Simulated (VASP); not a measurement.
# Te (P-1) in VASP: further runs

Te is run at these levels: LDA; tasks: single point.

Everything below comes from runs of VASP 6.6.1. Logs are shortened: lines on timing, memory, paths and dates and some standing lists are left out, and cuts for length are marked.

## (1) The cell of the first run

The typed cell holds 2 atoms: a = 5.112 Å, b = 5.112 Å, c = 5.112 Å, α = 109.29°, β = 81.38°, γ = 145.05°.

## (2) Single point, LDA

Contents of INCAR:

```
SYSTEM = Te
PREC = Accurate
ENCUT = 520
EDIFF = 1E-6
ISMEAR = 1
SIGMA = 0.05
LREAL = .False.
LASPH = .True.
NELM = 100
ALGO = Normal
ISIF = 2
LWAVE = .False.
LCHARG = .True.
GGA = CA
LELF = .True.
LVHAR = .True.
NBANDS = 13
```

Contents of KPOINTS:

```
Automatic mesh
0
Gamma
  7 7 4
  0 0 0
```

Contents of POSCAR:

```
Te
1.0
   -2.9577914636      3.8759656627      1.5351528885
    2.9577914636     -3.8759656627      1.5351528885
    2.9577914636      3.8759656627     -1.5351528885
Te
2
Direct
    0.0072360000      0.7399050000      0.2566560000
    0.9837460000      0.2422910000      0.7595560000
```

Potentials or basis: VASP PAW LDA potentials, release 64 (Te).

Started as:

```console
$ cat potpaw_LDA.64/Te/POTCAR > POTCAR
$ mpirun -np 1 vasp_std > vasp.out
```

OUTCAR:

```text
SYSTEM = Te
   PREC = Accurate
   ENCUT = 520
   EDIFF = 1E-6
   ISMEAR = 1
   LREAL = .False.
   LASPH = .True.
   NELM = 100
   ISIF = 2
   GGA = CA

 ion  position               nearest neighbor table
   1  0.007  0.740  0.257-   2 2.87   2 3.04
   2  0.984  0.242  0.760-   1 2.87   1 3.04

  LATTYP: Found a body centered orthorhombic cell.
 ALAT       =     3.0703057770
 B/A-ratio  =     1.9267080730
 C/A-ratio  =     2.5248075887

  Lattice vectors:

 A1 = (   2.9577914636,  -3.8759656627,   1.5351528885)
 A2 = (  -2.9577914636,  -3.8759656627,  -1.5351528885)
 A3 = (   2.9577914636,   3.8759656627,  -1.5351528885)

Analysis of symmetry for initial positions (statically):
=====================================================================
 Subroutine PRICEL returns:
 Original cell was already a primitive cell.

 Routine SETGRP: Setting up the symmetry group for a
 body centered orthorhombic supercell.

 Subroutine GETGRP returns: Found  2 space group operations
 (whereof  1 operations were pure point group operations)
 out of a pool of  8 trial point group operations.

The static configuration has the point symmetry C_1 .
 The point group associated with its full space group is S_2 .

Analysis of symmetry for dynamics (positions and initial velocities):
=====================================================================
 Subroutine PRICEL returns:
 Original cell was already a primitive cell.

 Routine SETGRP: Setting up the symmetry group for a
 body centered orthorhombic supercell.

 Subroutine GETGRP returns: Found  2 space group operations
 (whereof  1 operations were pure point group operations)
 out of a pool of  8 trial point group operations.

The dynamic configuration has the point symmetry C_1 .
 The point group associated with its full space group is S_2 .

 Subroutine INISYM returns: Found  2 space group operations
 (whereof  1 operations are pure point group operations),
 and found     1 'primitive' translations

----------------------------------------------------------------------------------------

                                     Primitive cell

  volume of cell :      70.3978

  direct lattice vectors                    reciprocal lattice vectors
    -2.957791464  3.875965663  1.535152889     0.000000000  0.129000111  0.325700459
     2.957791464 -3.875965663  1.535152889     0.169045048  0.000000000  0.325700459
     2.957791464  3.875965663 -1.535152889     0.169045048  0.129000111  0.000000000

  length of vectors
     5.111588261  5.111588261  5.111588261     0.350316739  0.366956424  0.212643497

  position of ions in fractional coordinates (direct lattice)
     0.007236000  0.739905000  0.256656000
     0.983746000  0.242291000  0.759556000

  ion indices of the primitive-cell ions
   primitive index   ion index
                 1           1
                 2           2

----------------------------------------------------------------------------------------

 KPOINTS: Automatic mesh

Automatic generation of k-mesh.
 Grid dimensions read from file:
 generate k-points for:    7    7    4

 Generating k-lattice:

  Cartesian coordinates                     Fractional coordinates (reciprocal lattice)
     0.000000000  0.018428587  0.046528637     0.142857143 -0.000000000  0.000000000
     0.024149293  0.000000000  0.046528637    -0.000000000  0.142857143  0.000000000
     0.042261262  0.032250028  0.000000000    -0.000000000  0.000000000  0.250000000

  Length of vectors
     0.050045248  0.052422346  0.053160874

  Shift w.r.t. Gamma in fractional coordinates (k-lattice)
     0.000000000  0.000000000  0.000000000

 -----------------------------------------------------------------------------
|                                                                             |
|           W    W    AA    RRRRR   N    N  II  N    N   GGGG   !!!           |
|           W    W   A  A   R    R  NN   N  II  NN   N  G    G  !!!           |
|           W    W  A    A  R    R  N N  N  II  N N  N  G       !!!           |
|           W WW W  AAAAAA  RRRRR   N  N N  II  N  N N  G  GGG   !            |
|           WW  WW  A    A  R   R   N   NN  II  N   NN  G    G                |
|           W    W  A    A  R    R  N    N  II  N    N   GGGG   !!!           |
|                                                                             |
|     Your reciprocal lattice and k-lattice belong to different lattice       |
|     classes:                                                                |
|                                                                             |
|        The reciprocal lattice is face-centered orthorhombic,                |
|        whereas your k-lattice is triclinic.                                 |
|                                                                             |
|     Results are often still useful ...                                      |
|                                                                             |
 -----------------------------------------------------------------------------

 WARNING: IBZKPT: internal override: KBLOWUP is changed to .FALSE.
      ... skipping the blow-up phase ...

 Subroutine IBZKPT returns following result:
 ===========================================

 Found     99 irreducible k-points:

 Following reciprocal coordinates:
            Coordinates               Weight
  0.000000  0.000000  0.000000      1.000000
  0.142857  0.000000 -0.000000      2.000000
  0.285714  0.000000 -0.000000      2.000000
  0.428571  0.000000 -0.000000      2.000000
  0.000000  0.142857 -0.000000      2.000000
  0.142857  0.142857 -0.000000      2.000000
[... 16 lines left out ...]
 -0.428571  0.428571  0.000000      2.000000
 -0.285714  0.428571 -0.000000      2.000000
 [... further k-points ...]
   k-points           NKPTS =     99   k-points in BZ     NKDIM =     99   number of bands    NBANDS=     13
   number of dos      NEDOS =    301   number of ions     NIONS =      2
   total plane-waves  NPLWV =  64000
   dimension x,y,z NGX =    40 NGY =   40 NGZ =   40
   dimension x,y,z NGXF=    80 NGYF=   80 NGZF=   80
   ions per type =               2
   NGX,Y,Z   is equivalent  to a cutoff of  13.01, 13.01, 13.01 a.u.
   NGXF,Y,Z  is equivalent  to a cutoff of  26.02, 26.02, 26.02 a.u.
 SYSTEM =  Te
   PREC   = accura    normal or accurate (medium, high low for compatibility)
   ISTART =      0    job   : 0-new  1-cont  2-samecut
   ICHARG =      2    charge: 1-file 2-atom 10-const
   ISPIN  =      1    spin polarized calculation?
   LNONCOLLINEAR =      F non collinear calculations
   LSORBIT =      F    spin-orbit coupling
   LASPH  =      T    aspherical Exc in radial PAW
   ENCUT  =  520.0 eV  38.22 Ry    6.18 a.u.   9.50  9.50  9.50*2*pi/ulx,y,z
   NELM   =    100;   NELMIN=  2; NELMDL= -5     # of ELM steps
   EDIFF  = 0.1E-05   stopping-criterion for ELM
   LREAL  =      F    real-space projection
   EDIFFG = 0.1E-04   stopping-criterion for IOM
   NSW    =      0    number of steps for IOM
   IBRION =     -1    ionic relax: 0-MD 1-quasi-New 2-CG
   NFREE  =      0    steps in history (QN), initial steepest desc. (CG)
   ISIF   =      2    stress and relaxation
   ISYM   =      2    0-nonsym 1-usesym 2-fastsym
   POTIM  = 0.5000    time-step for ionic-motion
   TEBEG  =    0.0;   TEEND  =   0.0 temperature during run
   PSTRESS=    0.0 pullay stress
   NELECT =      12.0000    total number of electrons
   NUPDOWN=      -1.0000    fix difference up-down
   EMIN   =  10.00;   EMAX   =-10.00  energy-range for DOS
   EFERMI =   0.00;   METHOD = LEGACY
   ISMEAR =     1;   SIGMA  =   0.05  broadening in eV -4-tet -1-fermi 0-gaus
   EFERMI_NEDOS =   21; number of points for ismear=-14 and -15
   IALGO  =     38    algorithm
   IMIX   =      4    mixing-type and parameters
     AMIX     =   0.40;   BMIX     =  1.00
     AMIX_MAG =   1.60;   BMIX_MAG =  1.00
  volume/ion in A,a.u.               =      35.20       237.53
  Fermi-wavevector in a.u.,A,eV,Ry     =   0.907714  1.715330 11.210440  0.823944
  Thomas-Fermi vector in A             =   2.031554
   LORBIT       =      0    0 simple, 1 ext, 2 COOP (PROOUT), +10 PAW based schemes
   GGA     = CA    functional components
   LHFCALC =     F    Hartree Fock is set to
   AEXX    =    0.0000 exact exchange contribution
   IVDW    =     0    specifies the selected vdW correction
   LEPSILON=     F    determine dielectric tensor
   LRPA    =     F    only Hartree local field effects (RPA)
 non-spin polarized calculation
 Methfessel and Paxton  Order N= 1 SIGMA  =   0.05
  energy-cutoff  :      520.00
  volume of cell :       70.40
 maximum number of plane-waves:      1919
 NGX is ok and might be reduce to    40
   NGX = 19   NGY = 19   NGZ = 19

 number of electron      12.0000001 magnetization

 Free energy of the ion-electron system (eV)
  ---------------------------------------------------
  ext. energy  EPLUGINS =         0.00000000
  ---------------------------------------------------
  free energy    TOTEN  =        -7.24005617 eV

  energy without entropy =       -7.23993461  energy(sigma->0) =       -7.24001565

 E-fermi :   5.1564     XC(G=0):  -9.1240

 val. band max:        5.1429064179   @ k =  -0.2857   0.4286   0.2500
 cond. band min:       5.1622997429   @ k =   0.1429   0.4286   0.0000
 fundamental gap:      0.0193933250
 Fermi energy:         5.1564218480

 k-point     1 :       0.0000    0.0000    0.0000
  band No.  band energies     occupation
      1      -8.3161      2.00000
      2      -5.2047      2.00000
      3      -0.4869      2.00000
      4       2.9666      2.00000
      5       3.4643      2.00000
      6       7.7958      0.00000
      7       7.8994      0.00000
      8       8.7231      0.00000
      9       8.8651      0.00000
     10       9.5465      0.00000
     11      12.6887      0.00000
     12      14.3684      0.00000
     13      15.5113      0.00000

 k-point     2 :       0.1429    0.0000   -0.0000
  band No.  band energies     occupation
      1      -8.0146      2.00000
      2      -4.9434      2.00000
      3      -0.2659      2.00000
      4       3.3235      2.00000
      5       3.4902      2.00000
      6       5.4505     -0.00000
      7       7.3722      0.00000
      8       8.2812      0.00000
      9       9.0192      0.00000
     10       9.5207      0.00000
     11      13.1475      0.00000
[... 339 lines left out ...]
 k-point    24 :      -0.2857    0.4286   -0.0000
  band No.  band energies     occupation
      1      -7.3014      2.00000
      2      -6.3773      2.00000
      3       2.3581      2.00000
      4       2.6807      2.00000
      5       3.6130      2.00000
      6       4.3131      2.00000
      7       6.0460     -0.00000
      8       6.3918      0.00000
      9      10.9923      0.00000
     10      11.4282      0.00000
     11      14.9946      0.00000
     12      15.2628      0.00000
     13      15.3779      0.00000

 [... further k-points ...]
[... 5 lines left out ...]
  --------------------------------------------------------------------------------------
  -------------------------------------------------------------------------------------
  Total        0.7405242     -0.5912054     -2.7762348      0.0830807      0.0393075     -0.0843704
  in kB       16.8535251    -13.4551919    -63.1840815      1.8908261      0.8945952     -1.9201776
  external PRESSURE =     -19.9285827 kB  Pullay stress =       0.0000000 kB

 VOLUME and BASIS-vectors are now :
 -----------------------------------------------------------------------------
  energy-cutoff  :      520.00
  volume of cell :       70.40
      direct lattice vectors                 reciprocal lattice vectors
    -2.957791464  3.875965663  1.535152889     0.000000000  0.129000111  0.325700459
     2.957791464 -3.875965663  1.535152889     0.169045048  0.000000000  0.325700459
     2.957791464  3.875965663 -1.535152889     0.169045048  0.129000111  0.000000000

 POSITION                                       TOTAL-FORCE (eV/Angst)
 -----------------------------------------------------------------------------------
      2.92622     -1.84501      0.75297         0.241640     -0.032005     -0.015238
      0.05354      5.81787      0.71612        -0.241640      0.032005      0.015238
 -----------------------------------------------------------------------------------
    total drift:                               -0.000001      0.000000      0.000000

  FREE ENERGIE OF THE ION-ELECTRON SYSTEM (eV)
  ---------------------------------------------------
  free  energy   TOTEN  =        -7.2400561711 eV

  energy  without entropy=       -7.2399346148  energy(sigma->0) =       -7.24001565
```

Wall time 89 s (1 thread of Intel Xeon Platinum 8488C (Sapphire Rapids), shared host); peak memory 0.23 GiB.

Results:

| Item | Value |
| --- | --- |
| Free energy | -7.2401 eV |
| Pressure | -2.0 GPa |
| Largest force | 0.244 eV/Å |
| Band gap on the k mesh | zero (band 6 reaches 7.80 eV, above the bottom of band 7 at 4.02 eV) |

Forces on the atoms (eV/Å):
```
Te   0.242 -0.032 -0.015
Te  -0.242  0.032  0.015
```

Levels at points of the mesh, in eV from the Fermi level:
```
           k point  band 2  band 3  band 4  band 5  band 6  band 7  band 8  band 9  band 10  band 11
(0.00, 0.00, 0.00)  -10.36   -5.64   -2.19   -1.69    2.64    2.74    3.57    3.71     4.39     7.53
(0.00, 0.00, 0.50)  -12.11   -2.80   -2.37   -2.15   -1.61    3.14    3.54    6.66     7.34     8.28
```

Caveat: spin-orbit coupling is left out, which moves the levels of the heavy elements.

## (3) Single point, LDA

Contents of INCAR:

```
ALGO = Normal
EDIFF = 1E-6
ENCUT = 520
GGA = CA
ISIF = 2
ISMEAR = 1
LASPH = True
LCHARG = True
LELF = True
LREAL = False
LVHAR = True
LWAVE = False
NBANDS = 13
NELM = 80
PREC = Accurate
SIGMA = 0.05
```

Contents of KPOINTS:

```
k-points
0
Gamma
  8 9 5
```

POSCAR is that of step 2.

Potentials or basis: VASP PAW LDA potentials, release 64 (Te).

Started as:

```console
$ cat potpaw_LDA.64/Te/POTCAR > POTCAR
$ mpirun -np 1 vasp_std > vasp.out
```

OUTCAR:

```text
EDIFF = 1E-6
   ENCUT = 520
   GGA = CA
   ISIF = 2
   ISMEAR = 1
   LASPH = True
   LREAL = False
   NELM = 80
   PREC = Accurate

 ion  position               nearest neighbor table
   1  0.007  0.740  0.257-   2 2.87   2 3.04
   2  0.984  0.242  0.760-   1 2.87   1 3.04

  LATTYP: Found a body centered orthorhombic cell.
 ALAT       =     3.0703057770
 B/A-ratio  =     1.9267080730
 C/A-ratio  =     2.5248075887

  Lattice vectors:

 A1 = (   2.9577914636,  -3.8759656627,   1.5351528885)
[... 586 lines left out ...]
      8       7.2118      0.00000
      9      10.1387      0.00000
     10      10.7056      0.00000
     11      11.1124      0.00000
     12      13.5869      0.00000
     13      14.1102      0.00000

 [... further k-points ...]
[... 5 lines left out ...]
  --------------------------------------------------------------------------------------
  -------------------------------------------------------------------------------------
  Total       -0.7849157     -0.9473446     -1.0514064     -0.0391588     -0.0350871     -0.0707670
  in kB      -17.8638275    -21.5605308    -23.9288662     -0.8912106     -0.7985437     -1.6105803
  external PRESSURE =     -21.1177415 kB  Pullay stress =       0.0000000 kB

 VOLUME and BASIS-vectors are now :
 -----------------------------------------------------------------------------
  energy-cutoff  :      520.00
  volume of cell :       70.40
      direct lattice vectors                 reciprocal lattice vectors
    -2.957791464  3.875965663  1.535152889     0.000000000  0.129000111  0.325700459
     2.957791464 -3.875965663  1.535152889     0.169045048  0.000000000  0.325700459
     2.957791464  3.875965663 -1.535152889     0.169045048  0.129000111  0.000000000

 POSITION                                       TOTAL-FORCE (eV/Angst)
 -----------------------------------------------------------------------------------
      2.92622     -1.84501      0.75297         0.082702     -0.026595     -0.016269
      0.05354      5.81787      0.71612        -0.082702      0.026595      0.016269
 -----------------------------------------------------------------------------------
    total drift:                               -0.000002      0.000000      0.000000

  FREE ENERGIE OF THE ION-ELECTRON SYSTEM (eV)
  ---------------------------------------------------
  free  energy   TOTEN  =        -7.2351551696 eV

  energy  without entropy=       -7.2351701480  energy(sigma->0) =       -7.23516016
```

stdout:

```text
POSCAR found type information on POSCAR Te
 POSCAR found :  1 types and       2 ions
 scaLAPACK will be used
 LDA part: xc-table for (Slater(with rela. corr.)+CA(PZ))
 , standard interpolation
 -----------------------------------------------------------------------------
|                                                                             |
|           W    W    AA    RRRRR   N    N  II  N    N   GGGG   !!!           |
|           W    W   A  A   R    R  NN   N  II  NN   N  G    G  !!!           |
|           W    W  A    A  R    R  N N  N  II  N N  N  G       !!!           |
|           W WW W  AAAAAA  RRRRR   N  N N  II  N  N N  G  GGG   !            |
|           WW  WW  A    A  R   R   N   NN  II  N   NN  G    G                |
|           W    W  A    A  R    R  N    N  II  N    N   GGGG   !!!           |
|                                                                             |
|     Your reciprocal lattice and k-lattice belong to different lattice       |
|     classes:                                                                |
|                                                                             |
|        The reciprocal lattice is face-centered orthorhombic,                |
|        whereas your k-lattice is triclinic.                                 |
|                                                                             |
|     Results are often still useful ...                                      |
|                                                                             |
 -----------------------------------------------------------------------------

 POSCAR, INCAR and KPOINTS ok, starting setup
 FFT: planning ... GRIDC
 FFT: planning ... GRID_SOFT
 FFT: planning ... GRID
 WAVECAR not read
 entering main loop
```

It took 2.3 min on 1 thread of Intel Xeon Platinum 8488C (Sapphire Rapids), shared host; peak memory 0.28 GiB.

Results:

```
Free energy            : -7.2352 eV
Pressure               : -2.1 GPa
Largest force          : 0.088 eV/Å
Band gap on the k mesh : zero (band 6 reaches 7.82 eV, above the bottom of band 7 at 4.11 eV)
```

Forces on the atoms (eV/Å):
```
Te   0.083 -0.027 -0.016
Te  -0.083  0.027  0.016
```

Caveat: spin-orbit coupling is left out, which moves the levels of the heavy elements.
